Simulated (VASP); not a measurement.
# BAs in VASP: notebook

Aim: see how the results for BAs move with the level of theory and the settings. Levels: PBE, r2SCAN, HSE06. Tasks: single point.

Program: VASP 6.6.1. These are calculated values, not measurements. Logs are shortened: lines on timing, memory, paths and dates and some standing lists are left out, and cuts for length are marked.

## (1) The cell of the first run

It takes space group F-43m (No. 216, cubic). Conventional cell: a = 4.857 Å, b = 4.857 Å, c = 4.857 Å, α = 90.00°, β = 90.00°, γ = 90.00°. Within 2.8 Å of B (site symmetry -43m) lie 4 As at 2.10 Å. Within 2.8 Å of As (site symmetry -43m) lie 4 B at 2.10 Å.

## (2) Single point, PBE (strain +1.5%)

Contents of INCAR:

```
SYSTEM = BAs
PREC     = Accurate       ! precision mode
ENCUT    = 500            ! plane-wave cutoff, eV
EDIFF    = 1E-6           ! SCF threshold, eV
ISMEAR   = -1             ! smearing method
SIGMA    = 0.02           ! smearing width, eV
LREAL    = .FALSE.        ! projectors in reciprocal space
LASPH    = .TRUE.         ! aspherical terms in the spheres
NELM     = 120            ! most SCF steps
ALGO     = Normal         ! electronic algorithm
ISIF     = 2              ! what is computed and relaxed
LWAVE    = .FALSE.        ! write WAVECAR
LCHARG   = .FALSE.        ! write CHGCAR
GGA      = PE             ! functional
NBANDS   = 11             ! bands
GGA_COMPAT= .FALSE.
```

Contents of KPOINTS:

```
Automatic mesh
0
G
  10 10 10
  0 0 0
```

Contents of POSCAR:

```
BAs
1.0
    0.0000000000      2.4287023655      2.4287023655
    2.4287023655      0.0000000000      2.4287023655
    2.4287023655      2.4287023655      0.0000000000
B As
1 1
Direct
    0.0000000000      0.0000000000      0.0000000000
    0.2500000000      0.2500000000      0.2500000000
```

Potentials or basis: VASP PAW PBE potentials, release 64 (B, As).

On the command line:

```
$ cat potpaw_PBE.64/B/POTCAR potpaw_PBE.64/As/POTCAR > POTCAR
$ mpirun -np 1 vasp_std > vasp.out
```

OUTCAR:

```text
SYSTEM = BAs
   PREC = Accurate
   ENCUT = 500
   EDIFF = 1E-6
   ISMEAR = -1
   LREAL = .FALSE.
   LASPH = .TRUE.
   NELM = 120
   ISIF = 2
   GGA = PE

 ion  position               nearest neighbor table
   1  0.000  0.000  0.000-   2 2.10   2 2.10   2 2.10   2 2.10
   2  0.250  0.250  0.250-   1 2.10   1 2.10   1 2.10   1 2.10

  LATTYP: Found a face centered cubic cell.
 ALAT       =     4.8574047310

  Lattice vectors:

 A1 = (   0.0000000000,   2.4287023655,   2.4287023655)
 A2 = (   2.4287023655,   0.0000000000,   2.4287023655)
 A3 = (   2.4287023655,   2.4287023655,   0.0000000000)

Analysis of symmetry for initial positions (statically):
=====================================================================
 Subroutine PRICEL returns:
 Original cell was already a primitive cell.

 Routine SETGRP: Setting up the symmetry group for a
 face centered cubic supercell.

 Subroutine GETGRP returns: Found 24 space group operations
 (whereof 24 operations were pure point group operations)
 out of a pool of 48 trial point group operations.

The static configuration has the point symmetry T_d .

Analysis of symmetry for dynamics (positions and initial velocities):
=====================================================================
 Subroutine PRICEL returns:
 Original cell was already a primitive cell.

 Routine SETGRP: Setting up the symmetry group for a
 face centered cubic supercell.

 Subroutine GETGRP returns: Found 24 space group operations
 (whereof 24 operations were pure point group operations)
 out of a pool of 48 trial point group operations.

The dynamic configuration has the point symmetry T_d .

 Subroutine INISYM returns: Found 24 space group operations
 (whereof 24 operations are pure point group operations),
 and found     1 'primitive' translations

----------------------------------------------------------------------------------------

                                     Primitive cell

  volume of cell :      28.6519

  direct lattice vectors                    reciprocal lattice vectors
     0.000000000  2.428702365  2.428702365    -0.205871253  0.205871253  0.205871253
     2.428702365  0.000000000  2.428702365     0.205871253 -0.205871253  0.205871253
     2.428702365  2.428702365  0.000000000     0.205871253  0.205871253 -0.205871253

  length of vectors
     3.434703824  3.434703824  3.434703824     0.356579471  0.356579471  0.356579471

  position of ions in fractional coordinates (direct lattice)
     0.000000000  0.000000000  0.000000000
     0.250000000  0.250000000  0.250000000

  ion indices of the primitive-cell ions
   primitive index   ion index
                 1           1
                 2           2

----------------------------------------------------------------------------------------

 KPOINTS: Automatic mesh

Automatic generation of k-mesh.
 Grid dimensions read from file:
 generate k-points for:   10   10   10

 Generating k-lattice:

  Cartesian coordinates                     Fractional coordinates (reciprocal lattice)
    -0.020587125  0.020587125  0.020587125     0.100000000  0.000000000  0.000000000
     0.020587125 -0.020587125  0.020587125     0.000000000  0.100000000  0.000000000
     0.020587125  0.020587125 -0.020587125     0.000000000  0.000000000  0.100000000

  Length of vectors
     0.035657947  0.035657947  0.035657947

  Shift w.r.t. Gamma in fractional coordinates (k-lattice)
     0.000000000  0.000000000  0.000000000

 Subroutine IBZKPT returns following result:
 ===========================================

 Found     47 irreducible k-points:

 Following reciprocal coordinates:
            Coordinates               Weight
  0.000000  0.000000  0.000000      1.000000
  0.100000  0.000000  0.000000      8.000000
  0.200000  0.000000  0.000000      8.000000
  0.300000  0.000000  0.000000      8.000000
  0.400000  0.000000  0.000000      8.000000
  0.500000  0.000000  0.000000      4.000000
[... 16 lines left out ...]
  0.300000  0.300000  0.000000      6.000000
  0.400000  0.300000  0.000000     24.000000
 [... further k-points ...]
   k-points           NKPTS =     47   k-points in BZ     NKDIM =     47   number of bands    NBANDS=     11
   number of dos      NEDOS =    301   number of ions     NIONS =      2
   total plane-waves  NPLWV =  21952
   dimension x,y,z NGX =    28 NGY =   28 NGZ =   28
   dimension x,y,z NGXF=    56 NGYF=   56 NGZF=   56
   ions per type =               1   1
   NGX,Y,Z   is equivalent  to a cutoff of  13.55, 13.55, 13.55 a.u.
   NGXF,Y,Z  is equivalent  to a cutoff of  27.11, 27.11, 27.11 a.u.
 SYSTEM =  BAs
   PREC   = accura    normal or accurate (medium, high low for compatibility)
   ISTART =      0    job   : 0-new  1-cont  2-samecut
   ICHARG =      2    charge: 1-file 2-atom 10-const
   ISPIN  =      1    spin polarized calculation?
   LNONCOLLINEAR =      F non collinear calculations
   LSORBIT =      F    spin-orbit coupling
   LASPH  =      T    aspherical Exc in radial PAW
   ENCUT  =  500.0 eV  36.75 Ry    6.06 a.u.   6.26  6.26  6.26*2*pi/ulx,y,z
   NELM   =    120;   NELMIN=  2; NELMDL= -5     # of ELM steps
   EDIFF  = 0.1E-05   stopping-criterion for ELM
   LREAL  =      F    real-space projection
   EDIFFG = 0.1E-04   stopping-criterion for IOM
   NSW    =      0    number of steps for IOM
   IBRION =     -1    ionic relax: 0-MD 1-quasi-New 2-CG
   NFREE  =      0    steps in history (QN), initial steepest desc. (CG)
   ISIF   =      2    stress and relaxation
   ISYM   =      2    0-nonsym 1-usesym 2-fastsym
   POTIM  = 0.5000    time-step for ionic-motion
   TEBEG  =    0.0;   TEEND  =   0.0 temperature during run
   PSTRESS=    0.0 pullay stress
   NELECT =       8.0000    total number of electrons
   NUPDOWN=      -1.0000    fix difference up-down
   EMIN   =  10.00;   EMAX   =-10.00  energy-range for DOS
   EFERMI =   0.00;   METHOD = LEGACY
   ISMEAR =    -1;   SIGMA  =   0.02  broadening in eV -4-tet -1-fermi 0-gaus
   EFERMI_NEDOS =   21; number of points for ismear=-14 and -15
   IALGO  =     38    algorithm
   IMIX   =      4    mixing-type and parameters
     AMIX     =   0.40;   BMIX     =  1.00
     AMIX_MAG =   1.60;   BMIX_MAG =  1.00
  volume/ion in A,a.u.               =      14.33        96.68
  Fermi-wavevector in a.u.,A,eV,Ry     =   1.070008  2.022023 15.577556  1.144918
  Thomas-Fermi vector in A             =   2.205705
   LORBIT       =      0    0 simple, 1 ext, 2 COOP (PROOUT), +10 PAW based schemes
   GGA     = PE    functional components
   LHFCALC =     F    Hartree Fock is set to
   AEXX    =    0.0000 exact exchange contribution
   IVDW    =     0    specifies the selected vdW correction
   LEPSILON=     F    determine dielectric tensor
   LRPA    =     F    only Hartree local field effects (RPA)
 non-spin polarized calculation
  energy-cutoff  :      500.00
  volume of cell :       28.65
 maximum number of plane-waves:       745
 NGX is ok and might be reduce to    28
   NGX = 13   NGY = 13   NGZ = 13

 number of electron       7.9999999 magnetization

 Free energy of the ion-electron system (eV)
  ---------------------------------------------------
  ext. energy  EPLUGINS =         0.00000000
  ---------------------------------------------------
  free energy    TOTEN  =       -11.40631076 eV

  energy without entropy =      -11.40631076  energy(sigma->0) =      -11.40631076

 E-fermi :   5.9718     XC(G=0): -10.3685

 val. band max:        5.5852561475   @ k =   0.0000   0.0000   0.0000
 cond. band min:       6.8110113873   @ k =   0.4000   0.4000   0.0000
 fundamental gap:      1.2257552398
 Fermi energy:         5.9718237406

 k-point     1 :       0.0000    0.0000    0.0000
  band No.  band energies     occupation
      1      -9.3691      2.00000
      2       5.5853      2.00000
      3       5.5853      2.00000
      4       5.5853      2.00000
      5       8.8006      0.00000
      6       8.8006      0.00000
      7       8.8006      0.00000
      8       9.6448      0.00000
      9      14.9319      0.00000
     10      18.3364      0.00000
     11      18.3364      0.00000

 k-point     2 :       0.1000    0.0000    0.0000
  band No.  band energies     occupation
      1      -9.2124      2.00000
      2       4.2164      2.00000
      3       5.3009      2.00000
      4       5.3009      2.00000
      5       8.8292      0.00000
      6       9.1767      0.00000
      7       9.1767      0.00000
      8      10.6436      0.00000
      9      15.5424      0.00000
     10      17.3295      0.00000
     11      17.3295      0.00000

 k-point     3 :       0.2000    0.0000    0.0000
  band No.  band energies     occupation
      1      -8.7512      2.00000
      2       1.9315      2.00000
      3       4.7545      2.00000
      4       4.7545      2.00000
      5       8.5454      0.00000
      6       9.8668      0.00000
      7       9.8668      0.00000
      8      12.3617      0.00000
      9      16.5321      0.00000
     10      16.6342      0.00000
     11      16.6342      0.00000

 k-point     4 :       0.3000    0.0000    0.0000
  band No.  band energies     occupation
      1      -8.0236      2.00000
      2      -0.2653      2.00000
      3       4.2682      2.00000
      4       4.2682      2.00000
      5       8.2507      0.00000
      6      10.2783      0.00000
      7      10.2783      0.00000
      8      13.7436      0.00000
      9      16.6526      0.00000
     10      17.0354      0.00000
     11      17.0354      0.00000

 k-point     5 :       0.4000    0.0000    0.0000
  band No.  band energies     occupation
      1      -7.1649      2.00000
      2      -2.0450      2.00000
      3       3.9552      2.00000
      4       3.9552      2.00000
      5       8.0568      0.00000
      6      10.3325      0.00000
      7      10.3325      0.00000
      8      14.3000      0.00000
      9      17.2834      0.00000
     10      18.4591      0.00000
     11      18.4591      0.00000
[... 211 lines left out ...]
 k-point    21 :      -0.3000    0.2000    0.0000
  band No.  band energies     occupation
      1      -6.9585      2.00000
      2      -1.2350      2.00000
      3       1.1771      2.00000
      4       3.7264      2.00000
      5       8.9880      0.00000
      6      11.3687      0.00000
      7      11.5761      0.00000
      8      13.4187      0.00000
      9      16.1503      0.00000
     10      17.3637      0.00000
     11      20.4131      0.00000

 k-point    22 :      -0.2000    0.2000    0.0000
  band No.  band energies     occupation
      1      -7.7731      2.00000
      2       0.2426      2.00000
      3       1.7209      2.00000
      4       4.3526      2.00000
      5       9.3253      0.00000
      6      10.5718      0.00000
      7      11.3906      0.00000
      8      12.3471      0.00000
      9      15.3995      0.00000
     10      17.8906      0.00000
     11      19.2593      0.00000

 k-point    23 :       0.3000    0.3000    0.0000
  band No.  band energies     occupation
      1      -7.5465      2.00000
      2       0.4397      2.00000
      3       2.5615      2.00000
      4       2.5615      2.00000
      5       7.0149      0.00000
      6       9.2074      0.00000
      7      13.7259      0.00000
      8      13.7259      0.00000
      9      16.1455      0.00000
     10      20.0886      0.00000
     11      20.4197      0.00000

 k-point    24 :       0.4000    0.3000    0.0000
  band No.  band energies     occupation
      1      -6.8608      2.00000
      2      -0.7405      2.00000
      3       1.8134      2.00000
      4       2.2776      2.00000
      5       7.3064      0.00000
      6       8.9583      0.00000
      7      14.0713      0.00000
      8      14.3284      0.00000
      9      17.2087      0.00000
     10      20.7767      0.00000
     11      21.1354      0.00000

 [... further k-points ...]

------------------------ aborting loop because EDIFF is reached ----------------------------------------

  FORCE on cell =-STRESS in cart. coord.  units (eV):
  Direction    XX          YY          ZZ          XY          YZ          ZX
  --------------------------------------------------------------------------------------
  -------------------------------------------------------------------------------------
  Total       -0.5680888     -0.5680888     -0.5680888     -0.0000000     -0.0000000      0.0000000
  in kB      -31.7668347    -31.7668347    -31.7668347     -0.0000000     -0.0000000      0.0000000
  external PRESSURE =     -31.7668347 kB  Pullay stress =       0.0000000 kB

 VOLUME and BASIS-vectors are now :
 -----------------------------------------------------------------------------
  energy-cutoff  :      500.00
  volume of cell :       28.65
      direct lattice vectors                 reciprocal lattice vectors
     0.000000000  2.428702365  2.428702365    -0.205871253  0.205871253  0.205871253
     2.428702365  0.000000000  2.428702365     0.205871253 -0.205871253  0.205871253
     2.428702365  2.428702365  0.000000000     0.205871253  0.205871253 -0.205871253

 POSITION                                       TOTAL-FORCE (eV/Angst)
 -----------------------------------------------------------------------------------
      0.00000      0.00000      0.00000        -0.000000     -0.000000     -0.000000
      1.21435      1.21435      1.21435         0.000000      0.000000      0.000000
 -----------------------------------------------------------------------------------
    total drift:                               -0.000000     -0.000000     -0.000000

  FREE ENERGIE OF THE ION-ELECTRON SYSTEM (eV)
  ---------------------------------------------------
  free  energy   TOTEN  =       -11.4063107585 eV

  energy  without entropy=      -11.4063107585  energy(sigma->0) =      -11.40631076
```

It took 9 s on 1 thread of AMD EPYC 9R45 (Zen 5), shared host; peak memory 0.13 GiB.

What came out:

| Item | Value |
| --- | --- |
| Free energy | -11.4063 eV |
| Pressure | -3.2 GPa |
| Band gap on the k mesh | 1.23 eV (least direct gap 3.22 eV) |

Levels at points of the mesh, in eV from the valence-band top:
```
           k point  band 1  band 2  band 3  band 4  band 5  band 6  band 7  band 8  band 9
(0.00, 0.00, 0.00)  -14.95    0.00    0.00    0.00    3.22    3.22    3.22    4.06    9.35
(0.50, 0.00, 0.00)  -12.26   -8.43   -1.74   -1.74    2.41    4.72    4.72    8.76   12.36
(0.50, 0.50, 0.00)  -11.02   -8.26   -3.87   -3.87    1.49    1.49   10.89   10.89   12.43
```

Caveat: the cell differs from its parent crystal (strain +1.5%); the cell stands under tension. A k mesh can miss the band edges.

## (3) Single point, r2SCAN (strain +1.5%)

POSCAR is that of step 2.

Contents of INCAR.step1:

```
PREC     = Accurate       # precision mode
ENCUT    = 550            # plane-wave cutoff, eV
ISMEAR   = 0              # smearing method
SIGMA    = 0.01           # smearing width, eV
LREAL    = F              # projectors in reciprocal space
LASPH    = T              # aspherical terms in the spheres
NELM     = 120            # most SCF steps
NBANDS   = 11             # bands
GGA      = PE             # functional
ALGO     = Normal         # electronic algorithm
EDIFF    = 1E-5           # SCF threshold, eV
LWAVE    = T              # write WAVECAR
LCHARG   = F              # write CHGCAR
GGA_COMPAT= F
```

Contents of INCAR.step2:

```
PREC     = Accurate       # precision mode
ENCUT    = 550            # plane-wave cutoff, eV
EDIFF    = 1E-6           # SCF threshold, eV
ISMEAR   = 0              # smearing method
SIGMA    = 0.01           # smearing width, eV
LREAL    = F              # projectors in reciprocal space
LASPH    = T              # aspherical terms in the spheres
NELM     = 120            # most SCF steps
ALGO     = Normal         # electronic algorithm
ISIF     = 2              # what is computed and relaxed
LWAVE    = F              # write WAVECAR
LCHARG   = F              # write CHGCAR
METAGGA  = R2SCAN         # meta-GGA
LMIXTAU  = T            
NBANDS   = 11             # bands
ISTART   = 1            
GGA_COMPAT= F
```

Contents of KPOINTS:

```
regular mesh
0
Gamma
  10 10 10
```

Potentials or basis: VASP PAW PBE potentials, release 64 (B, As).

On the command line:

```
$ cat potpaw_PBE.64/B/POTCAR potpaw_PBE.64/As/POTCAR > POTCAR
$ cp INCAR.step1 INCAR
$ mpirun -np 1 vasp_std > vasp.out
$ cp INCAR.step2 INCAR
$ mpirun -np 1 vasp_std > vasp.out
```

Wall time 44 s (1 thread of AMD EPYC 9R45 (Zen 5), shared host); peak memory 0.14 GiB.

The run converged. Its results:

| Property | Result |
| --- | --- |
| Free energy | -22.2341 eV |
| Pressure | -5.7 GPa |
| Band gap on the k mesh | 1.42 eV (least direct gap 3.39 eV) |

Levels at points of the mesh, in eV from the valence-band top:
| k point | band 1 | band 2 | band 3 | band 4 | band 5 | band 6 | band 7 | band 8 | band 9 |
| --- | --- | --- | --- | --- | --- | --- | --- | --- | --- |
| (0.00, 0.00, 0.00) | -15.69 | 0.00 | 0.00 | 0.00 | 3.39 | 3.39 | 3.39 | 4.49 | 10.11 |
| (0.50, 0.00, 0.00) | -12.85 | -8.87 | -1.85 | -1.85 | 2.68 | 5.00 | 5.00 | 9.46 | 13.25 |
| (0.50, 0.50, 0.00) | -11.50 | -8.78 | -4.09 | -4.09 | 1.67 | 1.74 | 11.67 | 11.67 | 13.41 |

Caveat: the cell differs from its parent crystal (strain +1.5%); the cell stands under tension; the PAW data sets were made with another functional, which shifts forces and pressure a little.

(Part 1 of 2 ends here.)
